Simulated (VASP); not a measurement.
# C8O in VASP: a series of runs

C8O is run at these levels: PBE+D3(BJ); tasks: single point.

Everything below comes from runs of VASP 6.6.1. Logs are shortened: lines on timing, memory, paths and dates and some standing lists are left out, and cuts for length are marked.

## 1. The cell of the first run

The cell holds a slab with vacuum, 9 atoms: a = 2.465 Å, b = 2.465 Å, c = 29.108 Å, α = 90.00°, β = 90.00°, γ = 120.00°.

## 2. Single point, PBE+D3(BJ)

File INCAR:

```
SYSTEM = C8O
PREC = Accurate
ENCUT = 910
EDIFF = 1E-6
ISMEAR = 0
SIGMA = 0.1
LREAL = .False.
LASPH = .True.
NELM = 120
ALGO = Normal
ISIF = 2
LWAVE = .False.
LCHARG = .False.
LDIPOL = .True.
IDIPOL = 3
DIPOL = 0.5 0.5 0.488
GGA = PE
IVDW = 12
NBANDS = 29
GGA_COMPAT = .False.
NELMDL = -8
```

File KPOINTS:

```
Automatic mesh
0
Gamma
  12 12 1
  0 0 0
```

File POSCAR:

```
C8O
1.0
    2.4649796670      0.0000000000      0.0000000000
   -1.2324898335      2.1347350114      0.0000000000
    0.0000000000      0.0000000000     29.1076495408
C O
8 1
Direct
    0.0000000000      0.0000000000      0.2920194646
    0.6666666666      0.3333333333      0.2920194566
    0.0000000000      0.0000000000      0.4077696707
    0.3333333334      0.6666666667      0.4077696627
   -0.0814785952     -0.1629571905      0.5234817323
    0.5853215504      0.1706431008      0.5234932055
    0.0706981561      0.1413963121      0.6355290282
    0.4001652563      0.8003305126      0.6355131905
    0.2354186730      0.4708373460      0.6782801931
```

Potentials or basis: VASP PAW PBE potentials, release 64 (C_h, O_h).

On the command line:

```console
> cat potpaw_PBE.64/C_h/POTCAR potpaw_PBE.64/O_h/POTCAR > POTCAR
> mpirun -np 1 vasp_std > vasp.out
```

OUTCAR:

```text
SYSTEM = C8O
   PREC = Accurate
   ENCUT = 910
   EDIFF = 1E-6
   ISMEAR = 0
   LREAL = .False.
   LASPH = .True.
   NELM = 120
   ISIF = 2
   GGA = PE
   IVDW = 12
   NELMDL = -8
 IVDW          = 12

 ion  position               nearest neighbor table
   1  0.000  0.000  0.292-   2 1.42   2 1.42   2 1.42
   2  0.667  0.333  0.292-   1 1.42   1 1.42   1 1.42
   3  0.000  0.000  0.408-   4 1.42   4 1.42   4 1.42
   4  0.333  0.667  0.408-   3 1.42   3 1.42   3 1.42
   5  0.919  0.837  0.523-   6 1.42   6 1.42   6 1.42
   6  0.585  0.171  0.523-   5 1.42   5 1.42   5 1.42
   7  0.071  0.141  0.636-   8 1.41   9 1.43   8 1.43   8 1.43
   8  0.400  0.800  0.636-   7 1.41   9 1.43   7 1.43   7 1.43
   9  0.235  0.471  0.678-   7 1.43   8 1.43

  LATTYP: Found a hexagonal cell.
 ALAT       =     2.4649796670
 C/A-ratio  =    11.8084745000

  Lattice vectors:

 A1 = (   2.4649796670,   0.0000000000,   0.0000000000)
 A2 = (  -1.2324898335,   2.1347350114,   0.0000000000)
 A3 = (   0.0000000000,   0.0000000000,  29.1076495408)

Analysis of symmetry for initial positions (statically):
=====================================================================
 Subroutine PRICEL returns:
 Original cell was already a primitive cell.

 Routine SETGRP: Setting up the symmetry group for a
 hexagonal supercell.

 Subroutine GETGRP returns: Found  2 space group operations
 (whereof  2 operations were pure point group operations)
 out of a pool of 24 trial point group operations.

The static configuration has the point symmetry C_1h.

Analysis of symmetry for dynamics (positions and initial velocities):
=====================================================================
 Subroutine PRICEL returns:
 Original cell was already a primitive cell.

 Routine SETGRP: Setting up the symmetry group for a
 hexagonal supercell.

 Subroutine GETGRP returns: Found  2 space group operations
 (whereof  2 operations were pure point group operations)
 out of a pool of 24 trial point group operations.

The dynamic configuration has the point symmetry C_1h.

 Subroutine INISYM returns: Found  2 space group operations
 (whereof  2 operations are pure point group operations),
 and found     1 'primitive' translations

----------------------------------------------------------------------------------------

                                     Primitive cell

  volume of cell :     153.1667

  direct lattice vectors                    reciprocal lattice vectors
     2.464979667  0.000000000  0.000000000     0.405682860  0.234221108  0.000000000
    -1.232489834  2.134735011  0.000000000     0.000000000  0.468442216  0.000000000
     0.000000000  0.000000000 29.107649541     0.000000000  0.000000000  0.034355230

  length of vectors
     2.464979667  2.464979667 29.107649541     0.468442216  0.468442216  0.034355230

  position of ions in fractional coordinates (direct lattice)
     0.000000000  0.000000000  0.292019465
     0.666666667  0.333333333  0.292019457
     0.000000000  0.000000000  0.407769671
     0.333333333  0.666666667  0.407769663
     0.918521405  0.837042809  0.523481732
     0.585321550  0.170643101  0.523493206
     0.070698156  0.141396312  0.635529028
     0.400165256  0.800330513  0.635513190
     0.235418673  0.470837346  0.678280193

  ion indices of the primitive-cell ions
   primitive index   ion index
                 1           1
                 2           2
                 3           3
                 4           4
                 5           5
                 6           6
                 7           7
                 8           8
                 9           9

----------------------------------------------------------------------------------------

 KPOINTS: Automatic mesh

Automatic generation of k-mesh.
 Grid dimensions read from file:
 generate k-points for:   12   12    1

 Generating k-lattice:

  Cartesian coordinates                     Fractional coordinates (reciprocal lattice)
     0.033806905  0.019518426  0.000000000     0.083333333 -0.000000000  0.000000000
     0.000000000  0.039036851  0.000000000     0.000000000  0.083333333  0.000000000
     0.000000000  0.000000000  0.034355230     0.000000000  0.000000000  1.000000000

  Length of vectors
     0.039036851  0.039036851  0.034355230

  Shift w.r.t. Gamma in fractional coordinates (k-lattice)
     0.000000000  0.000000000  0.000000000

 Subroutine IBZKPT returns following result:
 ===========================================

 Found     43 irreducible k-points:

 Following reciprocal coordinates:
            Coordinates               Weight
  0.000000  0.000000  0.000000      1.000000
  0.083333 -0.000000  0.000000      4.000000
  0.000000  0.083333  0.000000      2.000000
  0.166667 -0.000000  0.000000      4.000000
  0.000000  0.166667  0.000000      2.000000
  0.250000 -0.000000  0.000000      4.000000
[... 16 lines left out ...]
 -0.083333  0.416667  0.000000      4.000000
 -0.416667  0.333333  0.000000      4.000000
 [... further k-points ...]
   k-points           NKPTS =     43   k-points in BZ     NKDIM =     43   number of bands    NBANDS=     29
   number of dos      NEDOS =    301   number of ions     NIONS =      9
   total plane-waves  NPLWV = 165888
   dimension x,y,z NGX =    24 NGY =   24 NGZ =  288
   dimension x,y,z NGXF=    48 NGYF=   48 NGZF=  576
   ions per type =               8   1
   NGX,Y,Z   is equivalent  to a cutoff of  16.19, 16.19, 16.45 a.u.
   NGXF,Y,Z  is equivalent  to a cutoff of  32.37, 32.37, 32.90 a.u.
 SYSTEM =  C8O
   PREC   = accura    normal or accurate (medium, high low for compatibility)
   ISTART =      0    job   : 0-new  1-cont  2-samecut
   ICHARG =      2    charge: 1-file 2-atom 10-const
   ISPIN  =      1    spin polarized calculation?
   LNONCOLLINEAR =      F non collinear calculations
   LSORBIT =      F    spin-orbit coupling
   LASPH  =      T    aspherical Exc in radial PAW
   ENCUT  =  910.0 eV  66.88 Ry    8.18 a.u.   6.06  6.06 71.60*2*pi/ulx,y,z
   NELM   =    120;   NELMIN=  2; NELMDL= -8     # of ELM steps
   EDIFF  = 0.1E-05   stopping-criterion for ELM
   LREAL  =      F    real-space projection
   EDIFFG = 0.1E-04   stopping-criterion for IOM
   NSW    =      0    number of steps for IOM
   IBRION =     -1    ionic relax: 0-MD 1-quasi-New 2-CG
   NFREE  =      0    steps in history (QN), initial steepest desc. (CG)
   ISIF   =      2    stress and relaxation
   ISYM   =      2    0-nonsym 1-usesym 2-fastsym
   POTIM  = 0.5000    time-step for ionic-motion
   TEBEG  =    0.0;   TEEND  =   0.0 temperature during run
   PSTRESS=    0.0 pullay stress
   NELECT =      38.0000    total number of electrons
   NUPDOWN=      -1.0000    fix difference up-down
   EMIN   =  10.00;   EMAX   =-10.00  energy-range for DOS
   EFERMI =   0.00;   METHOD = LEGACY
   ISMEAR =     0;   SIGMA  =   0.10  broadening in eV -4-tet -1-fermi 0-gaus
   EFERMI_NEDOS =   21; number of points for ismear=-14 and -15
   IALGO  =     38    algorithm
   IMIX   =      4    mixing-type and parameters
     AMIX     =   0.40;   BMIX     =  1.00
     AMIX_MAG =   1.60;   BMIX_MAG =  1.00
  volume/ion in A,a.u.               =      17.02       114.85
  Fermi-wavevector in a.u.,A,eV,Ry     =   1.028682  1.943927 14.397508  1.058187
  Thomas-Fermi vector in A             =   2.162691
   LORBIT       =      0    0 simple, 1 ext, 2 COOP (PROOUT), +10 PAW based schemes
   GGA     = PE    functional components
   LHFCALC =     F    Hartree Fock is set to
   AEXX    =    0.0000 exact exchange contribution
   IVDW    =    12    specifies the selected vdW correction
   LEPSILON=     F    determine dielectric tensor
   LRPA    =     F    only Hartree local field effects (RPA)
 non-spin polarized calculation
 Gauss-broadening in eV      SIGMA  =   0.10
  energy-cutoff  :      910.00
  volume of cell :      153.17
 maximum number of plane-waves:      9654
   NGX = 13   NGY = 13   NGZ =143

 dipolmoment           0.000000      0.000000     -0.040398 electrons x Angstroem

 number of electron      38.0000000 magnetization

 dipolmoment           0.000000      0.000000      0.086518 electrons x Angstroem

 Free energy of the ion-electron system (eV)
  ---------------------------------------------------
  ext. energy  EPLUGINS =         0.00000000
  ---------------------------------------------------
  free energy    TOTEN  =       -77.63469451 eV

  energy without entropy =      -77.63088234  energy(sigma->0) =      -77.63278842

 E-fermi :  -0.1317     XC(G=0):  -5.5163

 val. band max:       -0.1367899637   @ k =   0.3333   0.3333   0.0000
 cond. band min:      -0.1255590495   @ k =   0.3333   0.3333   0.0000
 fundamental gap:      0.0112309142
 Fermi energy:        -0.1317072026

 k-point     1 :       0.0000    0.0000    0.0000
  band No.  band energies     occupation
      1     -25.6872      2.00000
      2     -19.9415      2.00000
      3     -19.7323      2.00000
      4     -19.5888      2.00000
      5     -16.3691      2.00000
      6      -8.5861      2.00000
[... 21 lines left out ...]
     28       7.9445      0.00000
     29       7.9619      0.00000

 k-point     2 :       0.0833   -0.0000    0.0000
  band No.  band energies     occupation
      1     -25.5576      2.00000
      2     -19.7767      2.00000
      3     -19.5677      2.00000
      4     -19.4255      2.00000
      5     -16.2556      2.00000
      6      -8.4070      2.00000
[... 696 lines left out ...]
 k-point    24 :      -0.4167    0.3333    0.0000
  band No.  band energies     occupation
      1     -23.5281      2.00000
      2     -16.5604      2.00000
      3     -16.3538      2.00000
      4     -16.2350      2.00000
      5     -14.8486      2.00000
      6     -11.9764      2.00000
[... 21 lines left out ...]
     28       8.2999      0.00000
     29       9.0409      0.00000

 [... further k-points ...]

------------------------ aborting loop because EDIFF is reached ----------------------------------------

 vacuum level on the upper side and lower side of the slab       (xc-potential included)         1.177        -1.754

 Edisp (eV)   -1.18483

 E8    (eV) :    -0.3417

  FORCE on cell =-STRESS in cart. coord.  units (eV):
  Direction    XX          YY          ZZ          XY          YZ          ZX
  --------------------------------------------------------------------------------------
  -------------------------------------------------------------------------------------
  Total       8.19140    10.42976    -0.03790     0.00000     0.02050     0.00000
  in kB      85.68486   109.09892    -0.39640     0.00000     0.21441     0.00000
  external pressure =       64.80 kB  Pullay stress =        0.00 kB

 VOLUME and BASIS-vectors are now :
 -----------------------------------------------------------------------------
  energy-cutoff  :      910.00
  volume of cell :      153.17
      direct lattice vectors                 reciprocal lattice vectors
     2.464979667  0.000000000  0.000000000     0.405682860  0.234221108  0.000000000
    -1.232489834  2.134735011  0.000000000     0.000000000  0.468442216  0.000000000
     0.000000000  0.000000000 29.107649541     0.000000000  0.000000000  0.034355230

 POSITION                                       TOTAL-FORCE (eV/Angst)
 -----------------------------------------------------------------------------------
      0.00000      0.00000      8.50000         0.000000      0.001042      0.010744
      1.23249      0.71158      8.50000         0.000000      0.000338     -0.011757
      0.00000      0.00000     11.86922         0.000000      0.020270     -0.009619
      0.00000      1.42316     11.86922        -0.000000     -0.025304      0.007263
      1.23249      1.78686     15.23732         0.000000      0.002540     -0.001344
      1.23249      0.36428     15.23766         0.000000     -0.000469      0.002595
      0.00000      0.30184     18.49876        -0.000000     -0.008214     -0.052013
      0.00000      1.70849     18.49830         0.000000      0.008598     -0.044768
     -0.00000      1.00511     19.74314         0.000000      0.001199      0.098900
 -----------------------------------------------------------------------------------
    total drift:                                0.000002     -0.001205     -0.000178

  FREE ENERGIE OF THE ION-ELECTRON SYSTEM (eV)
  ---------------------------------------------------
  free  energy   TOTEN  =       -78.8195212697 eV

  energy  without entropy=      -78.8157090999  energy(sigma->0) =      -78.81761518

 vacuum level on the upper side and lower side of the slab         6.879         3.911
```

Wall time 12 min (1 thread of Intel Xeon Platinum 8375C at 2.90GHz (Ice Lake), shared host); peak memory 0.62 GiB.

What came out:

```yaml
Free_energy: -78.8195 eV
Largest_force: 0.099 eV/Å
Dispersion_energy_per_atom: -0.132 eV
```

Forces in eV/Å, atoms in the order of the input:
```
C    0.000  0.001  0.011
C    0.000  0.000 -0.012
C    0.000  0.020 -0.010
C    0.000 -0.025  0.007
C    0.000  0.003 -0.001
C    0.000  0.000  0.003
C    0.000 -0.008 -0.052
C    0.000  0.009 -0.045
O    0.000  0.001  0.099
```

Caveat: the cutoff is under 1.25 times the usual one of these potentials, so pressure, stress and relaxed cells hold a basis-set (Pulay) error.

## 3. Single point, PBE+D3(BJ)

File INCAR:

```
SYSTEM = C8O
PREC = Accurate
ENCUT = 520
EDIFF = 1E-6
ISMEAR = 0
SIGMA = 0.1
LREAL = .FALSE.
LASPH = .TRUE.
NELM = 100
ALGO = Normal
ISIF = 2
LWAVE = .FALSE.
LCHARG = .FALSE.
LDIPOL = .TRUE.
IDIPOL = 3
DIPOL = 0.5 0.5 0.490
GGA = PE
IVDW = 12
NBANDS = 29
```

File KPOINTS:

```
regular mesh
0
G
  12 12 1
  0 0 0
```

File POSCAR:

```
C8O
1.0
    2.4649796670      0.0000000000      0.0000000000
   -1.2324898335      2.1347350114      0.0000000000
    0.0000000000      0.0000000000     29.1076495408
C O
8 1
Direct
    0.0000000000      0.0000000000      0.2920194646
    0.6666666667      0.3333333334      0.2920194566
    0.0000000000      0.0000000000      0.4077696707
    0.3333333333      0.6666666667      0.4077696627
    0.0000000000      0.0000000000      0.5235198769
    0.6666666667      0.3333333334      0.5235198689
    0.0000000000      0.0000000000      0.6392700831
    0.3333333333      0.6666666667      0.6392700751
    0.0000000000      0.5000000000      0.6867941769
```

Potentials or basis: VASP PAW PBE potentials, release 64 (C, O).

On the command line:

```console
> cat potpaw_PBE.64/C/POTCAR potpaw_PBE.64/O/POTCAR > POTCAR
> mpirun -np 1 vasp_std > vasp.out
```

OUTCAR:

```text
SYSTEM = C8O
   PREC = Accurate
   ENCUT = 520
   EDIFF = 1E-6
   ISMEAR = 0
   LREAL = .FALSE.
   LASPH = .TRUE.
   NELM = 100
   ISIF = 2
   GGA = PE
   IVDW = 12
 IVDW          = 12

 ion  position               nearest neighbor table
   1  0.000  0.000  0.292-   2 1.42   2 1.42   2 1.42
   2  0.667  0.333  0.292-   1 1.42   1 1.42   1 1.42
   3  0.000  0.000  0.408-   4 1.42   4 1.42   4 1.42
   4  0.333  0.667  0.408-   3 1.42   3 1.42   3 1.42
[... 997 lines left out ...]
  Total       7.07801     6.52543     0.01216     0.47854     1.19385     2.06782
  in kB      74.03842    68.25831     0.12717     5.00572    12.48812    21.63007
  external pressure =       47.47 kB  Pullay stress =        0.00 kB

 VOLUME and BASIS-vectors are now :
 -----------------------------------------------------------------------------
  energy-cutoff  :      520.00
  volume of cell :      153.17
      direct lattice vectors                 reciprocal lattice vectors
     2.464979667  0.000000000  0.000000000     0.405682860  0.234221108  0.000000000
    -1.232489834  2.134735011  0.000000000     0.000000000  0.468442216  0.000000000
     0.000000000  0.000000000 29.107649541     0.000000000  0.000000000  0.034355230

 POSITION                                       TOTAL-FORCE (eV/Angst)
 -----------------------------------------------------------------------------------
      0.00000      0.00000      8.50000         0.000004      0.000002      0.012371
      1.23249      0.71158      8.50000        -0.000009     -0.000005     -0.011249
      0.00000      0.00000     11.86922        -0.000039     -0.000023     -0.010032
     -0.00000      1.42316     11.86922        -0.000030     -0.000017      0.010204
      0.00000      0.00000     15.23843        -0.003256     -0.001880      0.011520
      1.23249      0.71158     15.23843        -0.003230     -0.001865      0.026269
      0.00000      0.00000     18.60765        -0.227578     -0.131392     -0.820489
     -0.00000      1.42316     18.60765        -1.243215     -0.717770      0.625543
     -0.61624      1.06737     19.99096         1.477352      0.852950      0.155861
 -----------------------------------------------------------------------------------
    total drift:                                0.000034      0.000018      0.002049

  FREE ENERGIE OF THE ION-ELECTRON SYSTEM (eV)
  ---------------------------------------------------
  free  energy   TOTEN  =       -76.9244124041 eV

  energy  without entropy=      -76.9219812213  energy(sigma->0) =      -76.92319681

 vacuum level on the upper side and lower side of the slab         6.424         3.692
```

OSZICAR:

```text
N       E                     dE             d eps       ncg     rms          rms(c)
DAV:   1     0.255264253952E+03    0.25526E+03   -0.17932E+04  2502   0.113E+03
DAV:   2    -0.555205003603E+02   -0.31078E+03   -0.29714E+03  3418   0.272E+02
DAV:   3    -0.799989238339E+02   -0.24478E+02   -0.24245E+02  3039   0.804E+01
[... 28 lines left out ...]
DAV:  32    -0.757557033792E+02   -0.49607E-05   -0.24682E-06  2678   0.102E-02    0.450E-03
DAV:  33    -0.757557081333E+02   -0.47541E-05   -0.11678E-06  2239   0.589E-03    0.378E-03
DAV:  34    -0.757557113201E+02   -0.31867E-05   -0.17734E-06  2259   0.104E-02    0.155E-03
DAV:  35    -0.757557149843E+02   -0.36643E-05   -0.96620E-07  2266   0.474E-03    0.263E-03
DAV:  36    -0.757557153508E+02   -0.36645E-06   -0.47653E-07  2120   0.517E-03
   1 F= -.76924412E+02 E0= -.76923197E+02  d E =-.243118E-02
```

stdout:

```text
POSCAR found type information on POSCAR C O
 POSCAR found :  2 types and       9 ions
 scaLAPACK will be used
 LDA part: xc-table for (Slater+PW92), standard interpolation
 POSCAR, INCAR and KPOINTS ok, starting setup
 FFT: planning ... GRIDC
 FFT: planning ... GRID_SOFT
 FFT: planning ... GRID
 WAVECAR not read
 entering main loop
```

Run time: 7.4 min. Hardware: 1 thread of Oxide Virtual Turin-like, shared host; peak memory 0.3 GiB.

What came out:

| Property | Result |
| --- | --- |
| Free energy | -76.9244 eV |
| Largest force | 1.713 eV/Å |
| Band gap on the k mesh | zero (bands 19 and 20 overlap by 0.14 eV) |
| Dispersion energy per atom | -0.130 eV |

Forces in eV/Å, atoms in the order of the input:
```
C    0.000  0.000  0.012
C    0.000  0.000 -0.011
C    0.000  0.000 -0.010
C    0.000  0.000  0.010
C   -0.003 -0.002  0.012
C   -0.003 -0.002  0.026
C   -0.228 -0.131 -0.820
C   -1.243 -0.718  0.626
O    1.477  0.853  0.156
```

Levels at points of the mesh, in eV from the Fermi level:
| k point | band 15 | band 16 | band 17 | band 18 | band 19 | band 20 | band 21 | band 22 | band 23 | band 24 |
| --- | --- | --- | --- | --- | --- | --- | --- | --- | --- | --- |
| (0.00, 0.00, 0.00) | -3.06 | -3.02 | -3.02 | -0.71 | 0.07 | 0.12 | 3.59 | 4.65 | 5.06 | 6.19 |
| (0.50, 0.00, 0.00) | -3.94 | -2.93 | -2.53 | -2.22 | -0.79 | 0.92 | 1.17 | 1.54 | 1.89 | 2.88 |
| (0.00, 0.50, 0.00) | -3.86 | -2.95 | -2.54 | -2.22 | -1.94 | 0.97 | 1.43 | 1.55 | 1.90 | 5.13 |

[end of part 1 of 2]
